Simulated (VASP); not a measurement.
# PbS (Fm-3m) in VASP: a series of runs

PbS is run at these levels: PBEsol; tasks: single point.

All numbers are computed with VASP 6.6.1; they aren't measurements. Logs are shortened: lines on timing, memory, paths and dates and some standing lists are left out, and cuts for length are marked.

**1. The cell of the first run**

Symmetry: Fm-3m, No. 225, cubic system. The conventional cell has a = 5.882 Å, b = 5.882 Å, c = 5.882 Å, α = 90.00°, β = 90.00°, γ = 90.00°. Pb (site symmetry m-3m) has 6 S at 2.94 Å within 3.9 Å. S (site symmetry m-3m) has 6 Pb at 2.94 Å within 3.9 Å.

**2. Single point, PBEsol (strained)**

Contents of INCAR:

```
PREC = Accurate ; ENCUT = 520
EDIFF = 1E-6 ; ISMEAR = 0
SIGMA = 0.05 ; LREAL = F
LASPH = T ; NELM = 100
ALGO = Normal ; ISIF = 2
LWAVE = F ; LCHARG = T
GGA = PS ; LELF = T
LVHAR = T ; NBANDS = 17
```

Contents of KPOINTS:

```
regular mesh
0
Gamma
  10 10 10
```

Contents of POSCAR:

```
PbS
1.0
    0.0000000000      2.9411910500      2.9411910500
    2.9411910500      0.0000000000      2.9411910500
    2.9411910500      2.9411910500      0.0000000000
Pb S
1 1
Direct
    0.0000000000      0.0000000000      0.0000000000
    0.5000000000      0.5000000000      0.5000000000
```

Potentials or basis: VASP PAW PBE potentials, release 64 (Pb_d, S).

On the command line:

```console
cat potpaw_PBE.64/Pb_d/POTCAR potpaw_PBE.64/S/POTCAR > POTCAR
mpirun -np 1 vasp_std > vasp.out
```

OUTCAR:

```text
PREC = Accurate
   ENCUT = 520
   EDIFF = 1E-6
   ISMEAR = 0
   LREAL = F
   LASPH = T
   NELM = 100
   ISIF = 2
   GGA = PS

 ion  position               nearest neighbor table
   1  0.000  0.000  0.000-   2 2.94   2 2.94   2 2.94   2 2.94   2 2.94   2 2.94
   2  0.500  0.500  0.500-   1 2.94   1 2.94   1 2.94   1 2.94   1 2.94   1 2.94

  LATTYP: Found a face centered cubic cell.
 ALAT       =     5.8823821000

  Lattice vectors:

 A1 = (   0.0000000000,   2.9411910500,   2.9411910500)
 A2 = (   2.9411910500,   0.0000000000,   2.9411910500)
 A3 = (   2.9411910500,   2.9411910500,   0.0000000000)

Analysis of symmetry for initial positions (statically):
=====================================================================
 Subroutine PRICEL returns:
 Original cell was already a primitive cell.

 Routine SETGRP: Setting up the symmetry group for a
 face centered cubic supercell.

 Subroutine GETGRP returns: Found 48 space group operations
 (whereof 48 operations were pure point group operations)
 out of a pool of 48 trial point group operations.

The static configuration has the point symmetry O_h .

Analysis of symmetry for dynamics (positions and initial velocities):
=====================================================================
 Subroutine PRICEL returns:
 Original cell was already a primitive cell.

 Routine SETGRP: Setting up the symmetry group for a
 face centered cubic supercell.

 Subroutine GETGRP returns: Found 48 space group operations
 (whereof 48 operations were pure point group operations)
 out of a pool of 48 trial point group operations.

The dynamic configuration has the point symmetry O_h .

 Subroutine INISYM returns: Found 48 space group operations
 (whereof 48 operations are pure point group operations),
 and found     1 'primitive' translations

----------------------------------------------------------------------------------------

                                     Primitive cell

  volume of cell :      50.8862

  direct lattice vectors                    reciprocal lattice vectors
     0.000000000  2.941191050  2.941191050    -0.169999157  0.169999157  0.169999157
     2.941191050  0.000000000  2.941191050     0.169999157 -0.169999157  0.169999157
     2.941191050  2.941191050  0.000000000     0.169999157  0.169999157 -0.169999157

  length of vectors
     4.159472272  4.159472272  4.159472272     0.294447178  0.294447178  0.294447178

[... 79 lines left out ...]
   NELM   =    100;   NELMIN=  2; NELMDL= -5     # of ELM steps
   EDIFF  = 0.1E-05   stopping-criterion for ELM
   LREAL  =      F    real-space projection
   EDIFFG = 0.1E-04   stopping-criterion for IOM
   NSW    =      0    number of steps for IOM
   IBRION =     -1    ionic relax: 0-MD 1-quasi-New 2-CG
   NFREE  =      0    steps in history (QN), initial steepest desc. (CG)
   ISIF   =      2    stress and relaxation
   ISYM   =      2    0-nonsym 1-usesym 2-fastsym
   POTIM  = 0.5000    time-step for ionic-motion
   TEBEG  =    0.0;   TEEND  =   0.0 temperature during run
   PSTRESS=    0.0 pullay stress
   NELECT =      20.0000    total number of electrons
   NUPDOWN=      -1.0000    fix difference up-down
   EMIN   =  10.00;   EMAX   =-10.00  energy-range for DOS
   EFERMI =   0.00;   METHOD = LEGACY
   ISMEAR =     0;   SIGMA  =   0.05  broadening in eV -4-tet -1-fermi 0-gaus
   EFERMI_NEDOS =   21; number of points for ismear=-14 and -15
   IALGO  =     38    algorithm
   IMIX   =      4    mixing-type and parameters
     AMIX     =   0.40;   BMIX     =  1.00
     AMIX_MAG =   1.60;   BMIX_MAG =  1.00
  volume/ion in A,a.u.               =      25.44       171.70
  Fermi-wavevector in a.u.,A,eV,Ry     =   1.199182  2.266124 19.565672  1.438036
  Thomas-Fermi vector in A             =   2.335051
   LORBIT       =      0    0 simple, 1 ext, 2 COOP (PROOUT), +10 PAW based schemes
   GGA     = PS    functional components
   LHFCALC =     F    Hartree Fock is set to
   AEXX    =    0.0000 exact exchange contribution
   IVDW    =     0    specifies the selected vdW correction
   LEPSILON=     F    determine dielectric tensor
   LRPA    =     F    only Hartree local field effects (RPA)
 non-spin polarized calculation
 Gauss-broadening in eV      SIGMA  =   0.05
  energy-cutoff  :      520.00
  volume of cell :       50.89
 maximum number of plane-waves:      1387
   NGX = 15   NGY = 15   NGZ = 15

 number of electron      19.9999996 magnetization

 Free energy of the ion-electron system (eV)
  ---------------------------------------------------
  ext. energy  EPLUGINS =         0.00000000
  ---------------------------------------------------
  free energy    TOTEN  =        -9.45563207 eV

  energy without entropy =       -9.45561348  energy(sigma->0) =       -9.45562278

 E-fermi :   6.1308     XC(G=0): -10.0042

 val. band max:        6.0517867855   @ k =   0.5000   0.0000   0.0000
 cond. band min:       6.2097757914   @ k =   0.5000   0.0000   0.0000
 fundamental gap:      0.1579890059
 Fermi energy:         6.1307812908

 k-point     1 :       0.0000    0.0000    0.0000
  band No.  band energies     occupation
      1     -10.7660      2.00000
      2     -10.7660      2.00000
      3     -10.7660      2.00000
      4     -10.7534      2.00000
      5     -10.7534      2.00000
      6      -7.8122      2.00000
[... 457 lines left out ...]
      4     -10.7144      2.00000
      5     -10.7096      2.00000
      6      -6.4645      2.00000
[... 9 lines left out ...]
     16      17.0270      0.00000
     17      17.6378      0.00000

 [... further k-points ...]

------------------------ aborting loop because EDIFF is reached ----------------------------------------

  FORCE on cell =-STRESS in cart. coord.  units (eV):
  Direction    XX          YY          ZZ          XY          YZ          ZX
  --------------------------------------------------------------------------------------
  -------------------------------------------------------------------------------------
  Total        0.1887136      0.1887136      0.1887136      0.0000000     -0.0000000      0.0000000
  in kB        5.9417469      5.9417469      5.9417469      0.0000000     -0.0000000      0.0000000
  external PRESSURE =       5.9417469 kB  Pullay stress =       0.0000000 kB

 VOLUME and BASIS-vectors are now :
 -----------------------------------------------------------------------------
  energy-cutoff  :      520.00
  volume of cell :       50.89
      direct lattice vectors                 reciprocal lattice vectors
     0.000000000  2.941191050  2.941191050    -0.169999157  0.169999157  0.169999157
     2.941191050  0.000000000  2.941191050     0.169999157 -0.169999157  0.169999157
     2.941191050  2.941191050  0.000000000     0.169999157  0.169999157 -0.169999157

 POSITION                                       TOTAL-FORCE (eV/Angst)
 -----------------------------------------------------------------------------------
      0.00000      0.00000      0.00000         0.000000      0.000000      0.000000
      2.94119      2.94119      2.94119        -0.000000     -0.000000     -0.000000
 -----------------------------------------------------------------------------------
    total drift:                                0.000000     -0.000000     -0.000000

  FREE ENERGIE OF THE ION-ELECTRON SYSTEM (eV)
  ---------------------------------------------------
  free  energy   TOTEN  =        -9.4556320742 eV

  energy  without entropy=       -9.4556134764  energy(sigma->0) =       -9.45562278
```

OSZICAR:

```text
N       E                     dE             d eps       ncg     rms          rms(c)
DAV:   1     0.157927618583E+03    0.15793E+03   -0.97316E+03  1622   0.125E+03
DAV:   2     0.254251011497E+01   -0.15539E+03   -0.14948E+03  1693   0.320E+02
DAV:   3    -0.954618257389E+01   -0.12089E+02   -0.11851E+02  2132   0.926E+01
DAV:   4    -0.983210544319E+01   -0.28592E+00   -0.28565E+00  1928   0.153E+01
DAV:   5    -0.984337697079E+01   -0.11272E-01   -0.11271E-01  2470   0.299E+00    0.457E+00
DAV:   6    -0.945968709391E+01    0.38369E+00   -0.10746E+00  2531   0.759E+00    0.308E+00
DAV:   7    -0.945595128909E+01    0.37358E-02   -0.10918E-01  1996   0.171E+00    0.164E+00
DAV:   8    -0.945584858913E+01    0.10270E-03   -0.11073E-02  1985   0.109E+00    0.145E-01
DAV:   9    -0.945556594572E+01    0.28264E-03   -0.20858E-03  2556   0.374E-01    0.745E-02
DAV:  10    -0.945563296628E+01   -0.67021E-04   -0.17803E-04  1867   0.793E-02    0.366E-02
DAV:  11    -0.945563207096E+01    0.89532E-06   -0.18790E-05  2268   0.459E-02    0.981E-03
DAV:  12    -0.945563207423E+01   -0.32730E-08   -0.14375E-06  1649   0.163E-02
   1 F= -.94556321E+01 E0= -.94556228E+01  d E =-.185979E-04
```

stdout:

```text
POSCAR found type information on POSCAR PbS
 POSCAR found :  2 types and       2 ions
 scaLAPACK will be used
 -----------------------------------------------------------------------------
|                                                                             |
|                                                                             |
|     You enforced a specific xc type in the INCAR file but a different       |
|     I HOPE YOU KNOW WHAT YOU ARE DOING!                                     |
|                                                                             |
 -----------------------------------------------------------------------------

 LDA part: xc-table for (Slater+PW92), standard interpolation
 POSCAR, INCAR and KPOINTS ok, starting setup
 FFT: planning ... GRIDC
 FFT: planning ... GRID_SOFT
 FFT: planning ... GRID
 WAVECAR not read
 entering main loop
```

Run time: 39 s. Hardware: 1 thread of Intel Xeon 8259CL, shared host; peak memory 0.19 GiB.

What came out:

```yaml
Free_energy: -9.4556 eV
Pressure: 0.6 GPa
Band_gap_on_the_k_mesh: 0.16 eV
```

Caveat: the cell differs from its parent crystal (strained); the PAW data sets were made with another functional, which shifts forces and pressure a little; spin-orbit coupling is left out, which moves the levels of the heavy elements.

**3. Single point, PBEsol (strained)**

Contents of INCAR:

```
SYSTEM = PbS
PREC = Accurate
ENCUT = 520
EDIFF = 1E-6
ISMEAR = 0
SIGMA = 0.05
LREAL = .FALSE.
LASPH = .TRUE.
NELM = 80
ALGO = Normal
ISIF = 2
LWAVE = .FALSE.
LCHARG = .TRUE.
GGA = PS
LELF = .TRUE.
LVHAR = .TRUE.
NBANDS = 17
```

Contents of KPOINTS:

```
Automatic mesh
0
G
  10 10 10
  0 0 0
```

Contents of POSCAR:

```
PbS
1.0
    0.0000000000      2.9400050500      2.9400050500
    2.9400050500      0.0000000000      2.9400050500
    2.9400050500      2.9400050500      0.0000000000
Pb S
1 1
Direct
    0.0000000000      0.0000000000      0.0000000000
    0.5000000000      0.5000000000      0.5000000000
```

Potentials or basis: VASP PAW PBE potentials, release 64 (Pb_d, S).

On the command line:

```console
cat potpaw_PBE.64/Pb_d/POTCAR potpaw_PBE.64/S/POTCAR > POTCAR
mpirun -np 1 vasp_std > vasp.out
```

Wall time 40 s (1 thread of Intel Xeon 8259CL, shared host); peak memory 0.19 GiB.

Results (log left out):

```yaml
Free_energy: -9.4554 eV
Pressure: 0.7 GPa
Band_gap_on_the_k_mesh: 0.15 eV
```

Levels at points of the mesh, in eV from the valence-band top:
```tsv
k point	band 8	band 9	band 10	band 11	band 12	band 13
(0.00, 0.00, 0.00)	-2.33	-2.33	-2.33	5.20	5.20	5.20
(0.50, 0.00, 0.00)	-1.92	-1.92	0.00	0.15	1.80	1.80
(0.50, 0.50, 0.00)	-5.52	-3.67	-3.67	3.57	5.58	5.71
```

Caveat: the cell differs from its parent crystal (strained); the PAW data sets were made with another functional, which shifts forces and pressure a little; spin-orbit coupling is left out, which moves the levels of the heavy elements.

**4. Single point, PBEsol (strained)**

Contents of INCAR:

```
SYSTEM = PbS
PREC     = Accurate       ! precision mode
ENCUT    = 520            ! plane-wave cutoff, eV
EDIFF    = 1E-6           ! SCF threshold, eV
ISMEAR   = 0              ! smearing method
SIGMA    = 0.05           ! smearing width, eV
LREAL    = .FALSE.        ! projectors in reciprocal space
LASPH    = .TRUE.         ! aspherical terms in the spheres
NELM     = 80             ! most SCF steps
ALGO     = Normal         ! electronic algorithm
ISIF     = 2              ! what is computed and relaxed
LWAVE    = .FALSE.        ! write WAVECAR
LCHARG   = .FALSE.        ! write CHGCAR
GGA      = PS             ! functional
NBANDS   = 17             ! bands
```

KPOINTS is that of step 3.

Contents of POSCAR:

```
PbS
1.0
    0.0000000000      2.9494337500      2.9494337500
    2.9494337500      0.0000000000      2.9494337500
    2.9494337500      2.9494337500      0.0000000000
Pb S
1 1
Direct
    0.0000000000      0.0000000000      0.0000000000
    0.5000000000      0.5000000000      0.5000000000
```

On the command line:

```console
cat potpaw_PBE.64/Pb_d/POTCAR potpaw_PBE.64/S/POTCAR > POTCAR
mpirun -np 1 vasp_std > vasp.out
```

Run time: 42 s. Hardware: 1 thread of Intel Xeon 8259CL, shared host; peak memory 0.2 GiB.

The run converged. Its results:

```
Free energy            : -9.4568 eV
Pressure               : 0.1 GPa
Band gap on the k mesh : 0.19 eV
```

Levels at points of the mesh, in eV from the valence-band top:
```
           k point  band 7  band 8  band 9  band 10  band 11  band 12  band 13  band 14
(0.00, 0.00, 0.00)   -6.05   -2.27   -2.27    -2.27     5.19     5.19     5.19     6.58
(0.50, 0.00, 0.00)   -9.02   -1.86   -1.86     0.00     0.19     1.84     1.84     8.49
(0.50, 0.50, 0.00)   -7.29   -5.42   -3.59    -3.59     3.63     5.56     5.69     5.69
```

Caveat: the cell differs from its parent crystal (strained); the PAW data sets were made with another functional, which shifts forces and pressure a little; spin-orbit coupling is left out, which moves the levels of the heavy elements. A k mesh can miss the band edges.

**5. Summary**

```csv
cell,gap on the mesh (eV),pressure (GPa)
"a = 4.159 Å, angles 60.0°, 2 atoms",0.16,0.6
"a = 4.158 Å, angles 60.0°, 2 atoms",0.15,0.7
"a = 4.171 Å, angles 60.0°, 2 atoms",0.19,0.1
```

Alike in all rows: task single point; level PBEsol; potentials or basis VASP PAW PBE potentials, release 64 (Pb_d, S); no spin polarisation; k mesh 10 × 10 × 10; cutoff (eV) 520; smearing gaussian 0.05 eV.

Caveats: the PAW data sets were made with another functional, which shifts forces and pressure a little; spin-orbit coupling is left out, which moves the levels of the heavy elements.

Total energies depend on the potentials used, so only differences within one code and one set of settings carry meaning.
